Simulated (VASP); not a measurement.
# In (Im-3m) in VASP: a series of runs, part 2 of 2

VASP 6.6.1. The steps go on from the part before.

**3. Single point, PBE (volume scaled by 0.5)**

INCAR reads:

```
SYSTEM = In
  PREC = Accurate
  ENCUT = 520
  EDIFF = 1E-6
  ISMEAR = -1
  SIGMA = 0.1
  LREAL = .False.
  LASPH = .True.
  NELM = 80
  ALGO = Normal
  ISIF = 2
  LWAVE = .False.
  LCHARG = .True.
  GGA = PE
  LELF = .True.
  LVHAR = .True.
  NBANDS = 12
```

KPOINTS reads:

```
regular mesh
0
Gamma
  16 16 16
  0 0 0
```

POSCAR reads:

```
In
1.0
   -1.5154764090      1.5154764090      1.5154764090
    1.5154764090     -1.5154764090      1.5154764090
    1.5154764090      1.5154764090     -1.5154764090
In
1
Direct
    0.0000000000      0.0000000000      0.0000000000
```

Potentials or basis: VASP PAW PBE potentials, release 64 (In_d).

Launch:

```
cat potpaw_PBE.64/In_d/POTCAR > POTCAR
mpirun -np 1 vasp_std > vasp.out
```

It took 32 s on 1 thread of Intel Xeon 8259CL, shared host; peak memory 0.14 GiB.

Results (log left out):

- Free energy: 0.5168 eV
- Pressure: 141.5 GPa

Levels at points of the mesh, in eV from the Fermi level:
```csv
k point,band 4,band 5,band 6,band 7,band 8,band 9
"(0.00, 0.00, 0.00)",-15.97,-15.89,-15.89,13.51,13.51,13.51
"(0.50, 0.00, 0.00)",-15.84,-15.09,-7.17,-3.96,8.26,8.98
"(0.50, 0.50, 0.50)",-15.29,-15.29,0.57,0.57,0.57,6.77
```

Caveat: spin-orbit coupling is left out, which moves the levels of the heavy elements.

**4. Single point, PBE (volume scaled by 0.5)**

INCAR reads:

```
ALGO = Normal
EDIFF = 1E-7
ENCUT = 520
GGA = PE
ISIF = 2
ISMEAR = -1
LASPH = T
LCHARG = F
LREAL = F
LWAVE = F
NBANDS = 12
NELM = 60
PREC = Accurate
SIGMA = 0.1
```

KPOINTS reads:

```
k-points
0
Gamma
  16 16 16
```

POSCAR is that of step 3.

Potentials or basis: VASP PAW PBE potentials, release 64 (In_d).

Launch:

```
cat potpaw_PBE.64/In_d/POTCAR > POTCAR
mpirun -np 1 vasp_std > vasp.out
```

OUTCAR:

```text
EDIFF = 1E-7
   ENCUT = 520
   GGA = PE
   ISIF = 2
   ISMEAR = -1
   LASPH = T
   LREAL = F
   NELM = 60
   PREC = Accurate

 ion  position               nearest neighbor table
   1  0.000  0.000  0.000-

  LATTYP: Found a body centered cubic cell.
 ALAT       =     3.0309528180

  Lattice vectors:

 A1 = (  -1.5154764090,   1.5154764090,   1.5154764090)
 A2 = (   1.5154764090,  -1.5154764090,   1.5154764090)
 A3 = (   1.5154764090,   1.5154764090,  -1.5154764090)

Analysis of symmetry for initial positions (statically):
=====================================================================
 Subroutine PRICEL returns:
 Original cell was already a primitive cell.

 Routine SETGRP: Setting up the symmetry group for a
 body centered cubic supercell.

 Subroutine GETGRP returns: Found 48 space group operations
 (whereof 48 operations were pure point group operations)
 out of a pool of 48 trial point group operations.

The static configuration has the point symmetry O_h .

[... 165 lines left out ...]
  band No.  band energies     occupation
      1       1.0233      2.00000
      2       1.0233      2.00000
      3       1.0233      2.00000
      4       2.1246      2.00000
      5       2.2002      2.00000
      6       2.2002      2.00000
      7      31.5967      0.00000
      8      31.5967      0.00000
      9      31.5967      0.00000
     10      38.0283      0.00000
     11      38.0283      0.00000
     12      38.0284      0.00000
[... 331 lines left out ...]
 k-point    24 :       0.2500    0.1875    0.0000
  band No.  band energies     occupation
      1       0.5607      2.00000
      2       0.8904      2.00000
      3       1.9136      2.00000
      4       2.0114      2.00000
      5       2.4127      2.00000
      6       8.2743      2.00000
      7      20.2301      0.00000
      8      22.2408      0.00000
      9      27.7098      0.00000
     10      33.2509      0.00000
     11      36.6599      0.00000
     12      39.7398      0.00000

 [... further k-points ...]

------------------------ aborting loop because EDIFF is reached ----------------------------------------

  FORCE on cell =-STRESS in cart. coord.  units (eV):
  Direction    XX          YY          ZZ          XY          YZ          ZX
  --------------------------------------------------------------------------------------
  -------------------------------------------------------------------------------------
  Total       12.3293217     12.3293217     12.3293217      0.0000000      0.0000000      0.0000000
  in kB     1418.8687902   1418.8687902   1418.8687902      0.0000000      0.0000000      0.0000000
  external PRESSURE =    1418.8687902 kB  Pullay stress =       0.0000000 kB

 VOLUME and BASIS-vectors are now :
 -----------------------------------------------------------------------------
  energy-cutoff  :      520.00
  volume of cell :       13.92
      direct lattice vectors                 reciprocal lattice vectors
    -1.515476409  1.515476409  1.515476409     0.000000000  0.329929253  0.329929253
     1.515476409 -1.515476409  1.515476409     0.329929253  0.000000000  0.329929253
     1.515476409  1.515476409 -1.515476409     0.329929253  0.329929253  0.000000000

 POSITION                                       TOTAL-FORCE (eV/Angst)
 -----------------------------------------------------------------------------------
      0.00000      0.00000      0.00000        -0.000000     -0.000000     -0.000000
 -----------------------------------------------------------------------------------
    total drift:                                0.000000     -0.000000      0.000000

  FREE ENERGIE OF THE ION-ELECTRON SYSTEM (eV)
  ---------------------------------------------------
  free  energy   TOTEN  =         0.5168398649 eV

  energy  without entropy=        0.5280623847  energy(sigma->0) =        0.52245112
```

OSZICAR:

```text
N       E                     dE             d eps       ncg     rms          rms(c)
DAV:   1     0.778546130567E+02    0.77855E+02   -0.61605E+03  3636   0.169E+03
DAV:   2     0.335243765036E+01   -0.74502E+02   -0.72018E+02  3760   0.309E+02
DAV:   3     0.380606131463E+00   -0.29718E+01   -0.29605E+01  4072   0.631E+01
DAV:   4     0.328802048850E+00   -0.51804E-01   -0.51786E-01  4152   0.755E+00
DAV:   5     0.326848538700E+00   -0.19535E-02   -0.19535E-02  4756   0.137E+00    0.881E+00
DAV:   6     0.460157021723E+00    0.13331E+00   -0.91933E-02  4836   0.875E+00    0.446E+00
DAV:   7     0.512991437851E+00    0.52834E-01   -0.36283E-02  5692   0.521E+00    0.682E-01
DAV:   8     0.516828186521E+00    0.38367E-02   -0.25800E-03  4184   0.950E-01    0.108E-01
DAV:   9     0.516838301143E+00    0.10115E-04   -0.29196E-05  4196   0.724E-02    0.290E-02
DAV:  10     0.516837688993E+00   -0.61215E-06   -0.28001E-06  5452   0.432E-02    0.431E-03
DAV:  11     0.516839282205E+00    0.15932E-05   -0.20874E-07  3756   0.657E-03    0.122E-03
DAV:  12     0.516839713310E+00    0.43111E-06   -0.15993E-08  2272   0.236E-03    0.788E-04
DAV:  13     0.516839853698E+00    0.14039E-06   -0.31057E-09  2056   0.592E-04    0.350E-04
DAV:  14     0.516839864940E+00    0.11243E-07   -0.78562E-10  2064   0.316E-04
   1 F= 0.51683986E+00 E0= 0.52245112E+00  d E =-.112225E-01
```

It took 40 s on 1 thread of Intel Xeon 8259CL, shared host; peak memory 0.14 GiB.

What came out:

```
Free energy : 0.5168 eV
Pressure    : 141.9 GPa
```

Caveat: spin-orbit coupling is left out, which moves the levels of the heavy elements.

**5. Single point, PBE (volume scaled by 0.6)**

INCAR reads:

```
ALGO = Normal ; EDIFF = 1E-6
ENCUT = 520 ; GGA = PE
ISIF = 2 ; ISMEAR = -1
LASPH = T ; LCHARG = F
LREAL = F ; LWAVE = F
NBANDS = 12 ; NELM = 100
PREC = Accurate ; SIGMA = 0.1
```

KPOINTS is that of step 4.

POSCAR reads:

```
In
1.0
   -1.6104339924      1.6104339924      1.6104339924
    1.6104339924     -1.6104339924      1.6104339924
    1.6104339924      1.6104339924     -1.6104339924
In
1
Direct
    0.0000000000      0.0000000000      0.0000000000
```

Potentials or basis: VASP PAW PBE potentials, release 64 (In_d).

Launch:

```
cat potpaw_PBE.64/In_d/POTCAR > POTCAR
mpirun -np 1 vasp_std > vasp.out
```

OUTCAR:

```text
EDIFF = 1E-6
   ENCUT = 520
   GGA = PE
   ISIF = 2
   ISMEAR = -1
   LASPH = T
   LREAL = F
   NELM = 100
   PREC = Accurate

 ion  position               nearest neighbor table
   1  0.000  0.000  0.000-

  LATTYP: Found a body centered cubic cell.
 ALAT       =     3.2208679848

  Lattice vectors:

 A1 = (  -1.6104339924,   1.6104339924,   1.6104339924)
 A2 = (   1.6104339924,  -1.6104339924,   1.6104339924)
[... 538 lines left out ...]
     11      31.2654      0.00000
     12      34.0721      0.00000

 [... further k-points ...]

------------------------ aborting loop because EDIFF is reached ----------------------------------------

  FORCE on cell =-STRESS in cart. coord.  units (eV):
  Direction    XX          YY          ZZ          XY          YZ          ZX
  --------------------------------------------------------------------------------------
  -------------------------------------------------------------------------------------
  Total        6.8337808      6.8337808      6.8337808      0.0000000      0.0000000     -0.0000000
  in kB      655.3644065    655.3644065    655.3644065      0.0000000      0.0000000     -0.0000000
  external PRESSURE =     655.3644065 kB  Pullay stress =       0.0000000 kB

 VOLUME and BASIS-vectors are now :
 -----------------------------------------------------------------------------
  energy-cutoff  :      520.00
  volume of cell :       16.71
      direct lattice vectors                 reciprocal lattice vectors
    -1.610433992  1.610433992  1.610433992     0.000000000  0.310475314  0.310475314
     1.610433992 -1.610433992  1.610433992     0.310475314  0.000000000  0.310475314
     1.610433992  1.610433992 -1.610433992     0.310475314  0.310475314  0.000000000

 POSITION                                       TOTAL-FORCE (eV/Angst)
 -----------------------------------------------------------------------------------
      0.00000      0.00000      0.00000         0.000000      0.000000      0.000000
 -----------------------------------------------------------------------------------
    total drift:                                0.000000      0.000000     -0.000000

  FREE ENERGIE OF THE ION-ELECTRON SYSTEM (eV)
  ---------------------------------------------------
  free  energy   TOTEN  =        -1.1972711646 eV

  energy  without entropy=       -1.1845149766  energy(sigma->0) =       -1.19089307
```

OSZICAR:

```text
N       E                     dE             d eps       ncg     rms          rms(c)
DAV:   1     0.773239425482E+02    0.77324E+02   -0.62464E+03  3600   0.159E+03
DAV:   2     0.186809382510E+01   -0.75456E+02   -0.73127E+02  3680   0.304E+02
DAV:   3    -0.124370152051E+01   -0.31118E+01   -0.30965E+01  4148   0.630E+01
DAV:   4    -0.130052998995E+01   -0.56828E-01   -0.56810E-01  4168   0.788E+00
DAV:   5    -0.130293800041E+01   -0.24080E-02   -0.24079E-02  4824   0.151E+00    0.597E+00
DAV:   6    -0.122482523268E+01    0.78113E-01   -0.76394E-02  4488   0.715E+00    0.296E+00
DAV:   7    -0.119946840804E+01    0.25357E-01   -0.26150E-02  5592   0.394E+00    0.520E-01
DAV:   8    -0.119726909070E+01    0.21993E-02   -0.16726E-03  4216   0.759E-01    0.692E-02
DAV:   9    -0.119726945473E+01   -0.36402E-06   -0.24997E-05  5120   0.710E-02    0.166E-02
DAV:  10    -0.119727250779E+01   -0.30531E-05   -0.15982E-06  3712   0.252E-02    0.649E-03
DAV:  11    -0.119727128680E+01    0.12210E-05   -0.37548E-07  2196   0.720E-03    0.263E-03
DAV:  12    -0.119727116459E+01    0.12221E-06   -0.38020E-08  2012   0.242E-03
   1 F= -.11972712E+01 E0= -.11908931E+01  d E =-.127562E-01
```

It took 37 s on 1 thread of Intel Xeon 8259CL, shared host; peak memory 0.16 GiB.

What came out:

```yaml
Free_energy: -1.1973 eV
Pressure: 65.5 GPa
```

Levels at points of the mesh, in eV from the Fermi level:
| k point | band 3 | band 4 | band 5 | band 6 | band 7 | band 8 | band 9 | band 10 |
| --- | --- | --- | --- | --- | --- | --- | --- | --- |
| (0.00, 0.00, 0.00) | -15.97 | -15.16 | -15.16 | -13.64 | 13.74 | 13.74 | 13.74 | 17.01 |
| (0.50, 0.00, 0.00) | -15.21 | -15.14 | -14.64 | -5.72 | -3.99 | 8.10 | 8.37 | 12.94 |
| (0.50, 0.50, 0.50) | -14.77 | -14.77 | -14.77 | 0.93 | 0.93 | 0.93 | 4.97 | 6.22 |

Caveat: spin-orbit coupling is left out, which moves the levels of the heavy elements.

**6. Summary**

| cell | gap on the mesh (eV) | pressure (GPa) |
| --- | --- | --- |
| a = 2.437 Å, angles 109.5°, 1 atom | none | 330.2 |
| a = 2.625 Å, angles 109.5°, 1 atom | none | 141.9 |
| a = 2.789 Å, angles 109.5°, 1 atom | none | 65.5 |

Alike in all rows: task single point; level PBE; potentials or basis VASP PAW PBE potentials, release 64 (In_d); no spin polarisation; k mesh 16 × 16 × 16; cutoff (eV) 520; smearing fermi-dirac 0.1 eV.

Caveats: spin-orbit coupling is left out, which moves the levels of the heavy elements.

Absolute energies hang on the potentials; compare differences alone.
